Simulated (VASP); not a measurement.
# PbI2 (P-3m1) in VASP: a series of runs

The runs below take PbI2 through single point, with PBE.

Program: VASP 6.6.1. These are calculated values, not measurements. Logs are shortened: lines on timing, memory, paths and dates and some standing lists are left out, and cuts for length are marked.

## (1) The cell of the first run

Symmetry: P-3m1, No. 164, trigonal system. The conventional cell has a = 4.174 Å, b = 4.174 Å, c = 6.646 Å, α = 90.00°, β = 90.00°, γ = 120.00°. Within 4.2 Å of Pb (site symmetry -3m) lie 6 I at 3.12 Å and 6 Pb at 4.17 Å. I (site symmetry 3m) has 3 Pb at 3.12 Å and 9 I at 3.61 to 4.17 Å within 4.2 Å.

## (2) Single point, PBE

Input file INCAR:

```
PREC = Accurate
ENCUT = 500
EDIFF = 1E-6
ISMEAR = -1
SIGMA = 0.03
LREAL = False
LASPH = True
NELM = 120
ALGO = Normal
ISIF = 2
LWAVE = False
LCHARG = False
GGA = PE
NBANDS = 21
GGA_COMPAT = False
```

Input file KPOINTS:

```
regular mesh
0
Gamma
  7 7 4
```

Input file POSCAR:

```
PbI2
1.0
    4.1742727887      0.0000000000      0.0000000000
   -2.0871363943      3.6150262773      0.0000000000
    0.0000000000      0.0000000000      6.6461026403
Pb I
1 2
Direct
    0.0000000000      0.0000000000      0.0000000000
    0.6666666667      0.3333333333      0.7018888815
    0.3333333333      0.6666666667      0.2981111185
```

Potentials or basis: VASP PAW PBE potentials, release 64 (Pb_d, I).

Launch:

```sh
cat potpaw_PBE.64/Pb_d/POTCAR potpaw_PBE.64/I/POTCAR > POTCAR
mpirun -np 1 vasp_std > vasp.out
```

OUTCAR:

```text
PREC = Accurate
   ENCUT = 500
   EDIFF = 1E-6
   ISMEAR = -1
   LREAL = False
   LASPH = True
   NELM = 120
   ISIF = 2
   GGA = PE

 ion  position               nearest neighbor table
   1  0.000  0.000  0.000-   2 3.12   3 3.12   3 3.12   2 3.12   2 3.12   3 3.12
   2  0.667  0.333  0.702-   1 3.12   1 3.12   1 3.12
   3  0.333  0.667  0.298-   1 3.12   1 3.12   1 3.12

  LATTYP: Found a hexagonal cell.
 ALAT       =     4.1742727887
 C/A-ratio  =     1.5921581978

  Lattice vectors:

 A1 = (   4.1742727887,   0.0000000000,   0.0000000000)
 A2 = (  -2.0871363943,   3.6150262773,   0.0000000000)
 A3 = (   0.0000000000,   0.0000000000,   6.6461026403)

Analysis of symmetry for initial positions (statically):
=====================================================================
 Subroutine PRICEL returns:
 Original cell was already a primitive cell.

 Routine SETGRP: Setting up the symmetry group for a
 hexagonal supercell.

 Subroutine GETGRP returns: Found 12 space group operations
 (whereof 12 operations were pure point group operations)
 out of a pool of 24 trial point group operations.

The static configuration has the point symmetry D_3d.

Analysis of symmetry for dynamics (positions and initial velocities):
=====================================================================
 Subroutine PRICEL returns:
 Original cell was already a primitive cell.

 Routine SETGRP: Setting up the symmetry group for a
 hexagonal supercell.

 Subroutine GETGRP returns: Found 12 space group operations
 (whereof 12 operations were pure point group operations)
 out of a pool of 24 trial point group operations.

The dynamic configuration has the point symmetry D_3d.

 Subroutine INISYM returns: Found 12 space group operations
 (whereof 12 operations are pure point group operations),
 and found     1 'primitive' translations

----------------------------------------------------------------------------------------

                                     Primitive cell

  volume of cell :     100.2904

  direct lattice vectors                    reciprocal lattice vectors
     4.174272789  0.000000000  0.000000000     0.239562686  0.138311581  0.000000000
    -2.087136394  3.615026277  0.000000000     0.000000000  0.276623162  0.000000000
     0.000000000  0.000000000  6.646102640     0.000000000  0.000000000  0.150464122

  length of vectors
     4.174272789  4.174272789  6.646102640     0.276623162  0.276623162  0.150464122

  position of ions in fractional coordinates (direct lattice)
     0.000000000  0.000000000  0.000000000
     0.666666667  0.333333333  0.701888881
     0.333333333  0.666666667  0.298111119

  ion indices of the primitive-cell ions
   primitive index   ion index
                 1           1
                 2           2
                 3           3

----------------------------------------------------------------------------------------

 KPOINTS: regular mesh

Automatic generation of k-mesh.
 Grid dimensions read from file:
 generate k-points for:    7    7    4

 Generating k-lattice:

  Cartesian coordinates                     Fractional coordinates (reciprocal lattice)
     0.034223241  0.019758797  0.000000000     0.142857143  0.000000000  0.000000000
     0.000000000  0.039517595  0.000000000     0.000000000  0.142857143  0.000000000
     0.000000000  0.000000000  0.037616031     0.000000000  0.000000000  0.250000000

  Length of vectors
     0.039517595  0.039517595  0.037616031

  Shift w.r.t. Gamma in fractional coordinates (k-lattice)
     0.000000000  0.000000000  0.000000000

 Subroutine IBZKPT returns following result:
 ===========================================

 Found     28 irreducible k-points:

 Following reciprocal coordinates:
            Coordinates               Weight
  0.000000  0.000000  0.000000      1.000000
  0.142857  0.000000  0.000000      6.000000
  0.285714 -0.000000  0.000000      6.000000
  0.428571  0.000000  0.000000      6.000000
  0.142857  0.142857  0.000000      6.000000
  0.285714  0.142857  0.000000     12.000000
[... 16 lines left out ...]
  0.285714 -0.000000  0.500000      6.000000
  0.428571  0.000000  0.500000      6.000000
 [... further k-points ...]
   k-points           NKPTS =     28   k-points in BZ     NKDIM =     28   number of bands    NBANDS=     21
   number of dos      NEDOS =    301   number of ions     NIONS =      3
   total plane-waves  NPLWV =  43200
   dimension x,y,z NGX =    30 NGY =   30 NGZ =   48
   dimension x,y,z NGXF=    60 NGYF=   60 NGZF=   96
   ions per type =               1   2
   NGX,Y,Z   is equivalent  to a cutoff of  11.95, 11.95, 12.01 a.u.
   NGXF,Y,Z  is equivalent  to a cutoff of  23.90, 23.90, 24.01 a.u.
 SYSTEM =  unknown system
   PREC   = accura    normal or accurate (medium, high low for compatibility)
   ISTART =      0    job   : 0-new  1-cont  2-samecut
   ICHARG =      2    charge: 1-file 2-atom 10-const
   ISPIN  =      1    spin polarized calculation?
   LNONCOLLINEAR =      F non collinear calculations
   LSORBIT =      F    spin-orbit coupling
   LASPH  =      T    aspherical Exc in radial PAW
   ENCUT  =  500.0 eV  36.75 Ry    6.06 a.u.   7.61  7.61 12.12*2*pi/ulx,y,z
   NELM   =    120;   NELMIN=  2; NELMDL= -5     # of ELM steps
   EDIFF  = 0.1E-05   stopping-criterion for ELM
   LREAL  =      F    real-space projection
   EDIFFG = 0.1E-04   stopping-criterion for IOM
   NSW    =      0    number of steps for IOM
   IBRION =     -1    ionic relax: 0-MD 1-quasi-New 2-CG
   NFREE  =      0    steps in history (QN), initial steepest desc. (CG)
   ISIF   =      2    stress and relaxation
   ISYM   =      2    0-nonsym 1-usesym 2-fastsym
   POTIM  = 0.5000    time-step for ionic-motion
   TEBEG  =    0.0;   TEEND  =   0.0 temperature during run
   PSTRESS=    0.0 pullay stress
   NELECT =      28.0000    total number of electrons
   NUPDOWN=      -1.0000    fix difference up-down
   EMIN   =  10.00;   EMAX   =-10.00  energy-range for DOS
   EFERMI =   0.00;   METHOD = LEGACY
   ISMEAR =    -1;   SIGMA  =   0.03  broadening in eV -4-tet -1-fermi 0-gaus
   EFERMI_NEDOS =   21; number of points for ismear=-14 and -15
   IALGO  =     38    algorithm
   IMIX   =      4    mixing-type and parameters
     AMIX     =   0.40;   BMIX     =  1.00
     AMIX_MAG =   1.60;   BMIX_MAG =  1.00
  volume/ion in A,a.u.               =      33.43       225.60
  Fermi-wavevector in a.u.,A,eV,Ry     =   1.069977  2.021963 15.576637  1.144851
  Thomas-Fermi vector in A             =   2.205673
   LORBIT       =      0    0 simple, 1 ext, 2 COOP (PROOUT), +10 PAW based schemes
   GGA     = PE    functional components
   LHFCALC =     F    Hartree Fock is set to
   AEXX    =    0.0000 exact exchange contribution
   IVDW    =     0    specifies the selected vdW correction
   LEPSILON=     F    determine dielectric tensor
   LRPA    =     F    only Hartree local field effects (RPA)
 non-spin polarized calculation
  energy-cutoff  :      500.00
  volume of cell :      100.29
 maximum number of plane-waves:      2575
   NGX = 15   NGY = 15   NGZ = 25

 number of electron      28.0000008 magnetization

 Free energy of the ion-electron system (eV)
  ---------------------------------------------------
  ext. energy  EPLUGINS =         0.00000000
  ---------------------------------------------------
  free energy    TOTEN  =        -7.91846158 eV

  energy without entropy =       -7.91846158  energy(sigma->0) =       -7.91846158

 E-fermi :   6.5827     XC(G=0):  -9.2311

 val. band max:        5.9786727099   @ k =   0.0000   0.0000   0.5000
 cond. band min:       7.4871159802   @ k =   0.4286   0.1429   0.5000
 fundamental gap:      1.5084432703
 Fermi energy:         6.5826766469

 k-point     1 :       0.0000    0.0000    0.0000
  band No.  band energies     occupation
      1     -11.1010      2.00000
      2     -11.1010      2.00000
      3     -11.0629      2.00000
      4     -11.0501      2.00000
      5     -11.0501      2.00000
      6      -8.0926      2.00000
[... 13 lines left out ...]
     20      12.6992      0.00000
     21      13.4061      0.00000

 k-point     2 :       0.1429    0.0000    0.0000
  band No.  band energies     occupation
      1     -11.1123      2.00000
      2     -11.0923      2.00000
      3     -11.0598      2.00000
      4     -11.0557      2.00000
      5     -11.0503      2.00000
      6      -7.9512      2.00000
[... 13 lines left out ...]
     20      13.1075      0.00000
     21      13.1927      0.00000

 k-point     3 :       0.2857   -0.0000    0.0000
  band No.  band energies     occupation
      1     -11.1442      2.00000
      2     -11.0773      2.00000
      3     -11.0727      2.00000
      4     -11.0457      2.00000
      5     -11.0411      2.00000
      6      -7.5687      2.00000
[... 13 lines left out ...]
     20      13.6643      0.00000
     21      14.0142      0.00000

 k-point     4 :       0.4286    0.0000    0.0000
  band No.  band energies     occupation
      1     -11.1722      2.00000
      2     -11.0806      2.00000
      3     -11.0731      2.00000
      4     -11.0343      2.00000
      5     -11.0286      2.00000
      6      -7.1222      2.00000
[... 13 lines left out ...]
     20      14.2526      0.00000
     21      14.9875      0.00000

 k-point     5 :       0.1429    0.1429    0.0000
  band No.  band energies     occupation
      1     -11.1301      2.00000
      2     -11.0860      2.00000
      3     -11.0662      2.00000
      4     -11.0538      2.00000
      5     -11.0423      2.00000
      6      -7.6873      2.00000
[... 13 lines left out ...]
     20      13.5463      0.00000
     21      13.8319      0.00000

 k-point     6 :       0.2857    0.1429    0.0000
  band No.  band energies     occupation
      1     -11.1539      2.00000
      2     -11.0853      2.00000
      3     -11.0722      2.00000
      4     -11.0465      2.00000
      5     -11.0299      2.00000
      6      -7.2525      2.00000
[... 13 lines left out ...]
     20      14.3577      0.00000
     21      14.4857      0.00000

 k-point     7 :       0.4286    0.1429    0.0000
  band No.  band energies     occupation
      1     -11.1650      2.00000
      2     -11.0867      2.00000
      3     -11.0750      2.00000
      4     -11.0376      2.00000
      5     -11.0275      2.00000
      6      -6.9507      2.00000
[... 13 lines left out ...]
     20      14.6252      0.00000
     21      14.9804      0.00000
[... 291 lines left out ...]
      1     -11.1448      2.00000
      2     -11.1103      2.00000
      3     -11.0623      2.00000
      4     -11.0492      2.00000
      5     -11.0282      2.00000
      6      -6.8304      2.00000
[... 13 lines left out ...]
     20      13.8568      0.00000
     21      14.2246      0.00000

 k-point    21 :       0.0000    0.0000    0.5000
  band No.  band energies     occupation
      1     -11.1010      2.00000
      2     -11.1010      2.00000
      3     -11.0622      2.00000
      4     -11.0501      2.00000
      5     -11.0501      2.00000
      6      -7.5896      2.00000
[... 13 lines left out ...]
     20      12.4017      0.00000
     21      13.6862      0.00000

 k-point    22 :       0.1429    0.0000    0.5000
  band No.  band energies     occupation
      1     -11.1129      2.00000
      2     -11.0922      2.00000
      3     -11.0600      2.00000
      4     -11.0553      2.00000
      5     -11.0503      2.00000
      6      -7.4643      2.00000
[... 13 lines left out ...]
     20      12.8924      0.00000
     21      13.8214      0.00000

 k-point    23 :       0.2857   -0.0000    0.5000
  band No.  band energies     occupation
      1     -11.1461      2.00000
      2     -11.0774      2.00000
      3     -11.0732      2.00000
      4     -11.0458      2.00000
      5     -11.0405      2.00000
      6      -7.1560      2.00000
[... 13 lines left out ...]
     20      13.1733      0.00000
     21      13.8987      0.00000

 k-point    24 :       0.4286    0.0000    0.5000
  band No.  band energies     occupation
      1     -11.1746      2.00000
      2     -11.0811      2.00000
      3     -11.0732      2.00000
      4     -11.0343      2.00000
      5     -11.0282      2.00000
      6      -6.8673      2.00000
[... 13 lines left out ...]
     20      14.1781      0.00000
     21      14.3176      0.00000

 [... further k-points ...]

------------------------ aborting loop because EDIFF is reached ----------------------------------------

  FORCE on cell =-STRESS in cart. coord.  units (eV):
  Direction    XX          YY          ZZ          XY          YZ          ZX
  --------------------------------------------------------------------------------------
  -------------------------------------------------------------------------------------
  Total        5.1595790      5.1595790      5.2077409      0.0000000      0.0000000      0.0000000
  in kB       82.4262460     82.4262460     83.1956507      0.0000000      0.0000000      0.0000000
  external PRESSURE =      82.6827142 kB  Pullay stress =       0.0000000 kB

 VOLUME and BASIS-vectors are now :
 -----------------------------------------------------------------------------
  energy-cutoff  :      500.00
  volume of cell :      100.29
      direct lattice vectors                 reciprocal lattice vectors
     4.174272789  0.000000000  0.000000000     0.239562686  0.138311581  0.000000000
    -2.087136394  3.615026277  0.000000000     0.000000000  0.276623162  0.000000000
     0.000000000  0.000000000  6.646102640     0.000000000  0.000000000  0.150464122

 POSITION                                       TOTAL-FORCE (eV/Angst)
 -----------------------------------------------------------------------------------
      0.00000      0.00000      0.00000        -0.000000      0.000000      0.000000
      2.08714      1.20501      4.66483        -0.000000      0.000000      0.001814
     -0.00000      2.41002      1.98128         0.000000     -0.000000     -0.001814
 -----------------------------------------------------------------------------------
    total drift:                               -0.000000     -0.000000     -0.000000

  FREE ENERGIE OF THE ION-ELECTRON SYSTEM (eV)
  ---------------------------------------------------
  free  energy   TOTEN  =        -7.9184615825 eV

  energy  without entropy=       -7.9184615825  energy(sigma->0) =       -7.91846158
```

Run time: 62 s. Hardware: 1 thread of AMD EPYC 7R43 (Zen 3), shared host; peak memory 0.18 GiB.

Results:

```yaml
Free_energy: -7.9185 eV
Pressure: 8.3 GPa
Band_gap_on_the_k_mesh: 1.51 eV (least direct gap 1.80 eV)
```

Stress tensor (GPa, compression positive):
```
8.24 0.00 0.00
0.00 8.24 0.00
0.00 0.00 8.32
```

Caveat: the cell stands under pressure; spin-orbit coupling is left out, which moves the levels of the heavy elements; an odd mesh through Γ misses points on the zone boundary, where band edges can lie.

## (3) Single point, PBE

This run uses another cell than the first one, of 35.66 Å³/atom.

Input file INCAR:

```
SYSTEM = PbI2
ALGO = Normal
EDIFF = 1E-6
ENCUT = 500
GGA = PE
GGA_COMPAT = .False.
ISIF = 2
ISMEAR = -1
LASPH = .True.
LCHARG = .False.
LREAL = .False.
LWAVE = .False.
NBANDS = 21
NELM = 120
PREC = Accurate
SIGMA = 0.03
```

Input file KPOINTS:

```
k-points
0
Gamma
  7 7 4
  0 0 0
```

Input file POSCAR:

```
PbI2
1.0
    4.2953400936      0.0000000000      0.0000000000
   -2.1476700468      3.7198736390      0.0000000000
    0.0000000000      0.0000000000      6.6951808041
Pb I
1 2
Direct
    0.0000000000      0.0000000000      0.0000000000
    0.6666666667      0.3333333333      0.7081779036
    0.3333333333      0.6666666667      0.2918220964
```

Potentials or basis: VASP PAW PBE potentials, release 64 (Pb_d, I).

Launch:

```sh
cat potpaw_PBE.64/Pb_d/POTCAR potpaw_PBE.64/I/POTCAR > POTCAR
mpirun -np 1 vasp_std > vasp.out
```

Run time: 64 s. Hardware: 1 thread of AMD EPYC 7R43 (Zen 3), shared host; peak memory 0.2 GiB.

The run converged. Its results:

```
Free energy            : -8.2035 eV
Pressure               : 5.5 GPa
Band gap on the k mesh : 1.90 eV
```

Levels at points of the mesh, in eV from the valence-band top:
```tsv
k point	band 12	band 13	band 14	band 15	band 16	band 17
(0.00, 0.00, 0.00)	-1.52	-1.49	-1.49	2.34	3.08	3.08
(0.00, 0.00, 0.50)	-1.19	-1.19	0.00	1.90	2.74	2.74
```

Caveat: the cell stands under pressure; spin-orbit coupling is left out, which moves the levels of the heavy elements; an odd mesh through Γ misses points on the zone boundary, where band edges can lie.

## (4) Single point, PBE (35.66 Å³/atom)

This run uses another cell than the first one, of 35.66 Å³/atom.

Input file INCAR:

```
PREC     = Accurate       # precision mode
ENCUT    = 500            # plane-wave cutoff, eV
EDIFF    = 1E-6           # SCF threshold, eV
ISMEAR   = -1             # smearing method
SIGMA    = 0.03           # smearing width, eV
LREAL    = F              # projectors in reciprocal space
LASPH    = T              # aspherical terms in the spheres
NELM     = 120            # most SCF steps
ALGO     = Normal         # electronic algorithm
ISIF     = 2              # what is computed and relaxed
LWAVE    = F              # write WAVECAR
LCHARG   = F              # write CHGCAR
GGA      = PE             # functional
NBANDS   = 21             # bands
GGA_COMPAT= F
```

Input file KPOINTS:

```
regular mesh
0
Gamma
  7 7 4
```

POSCAR is that of step 3.

Launch:

```sh
cat potpaw_PBE.64/Pb_d/POTCAR potpaw_PBE.64/I/POTCAR > POTCAR
mpirun -np 1 vasp_std > vasp.out
```

Wall time 73 s (1 thread of AMD EPYC 7R43 (Zen 3), shared host); peak memory 0.21 GiB.

Results (log left out):

- Free energy: -8.2035 eV
- Pressure: 5.5 GPa
- Band gap on the k mesh: 1.90 eV

Levels at points of the mesh, in eV from the valence-band top:
| k point | band 12 | band 13 | band 14 | band 15 | band 16 | band 17 |
| --- | --- | --- | --- | --- | --- | --- |
| (0.00, 0.00, 0.00) | -1.52 | -1.49 | -1.49 | 2.34 | 3.08 | 3.08 |
| (0.00, 0.00, 0.50) | -1.19 | -1.19 | 0.00 | 1.90 | 2.74 | 2.74 |

Caveat: the cell stands under pressure; spin-orbit coupling is left out, which moves the levels of the heavy elements; an odd mesh through Γ misses points on the zone boundary, where band edges can lie.

(Part 1 of 2 ends here.)
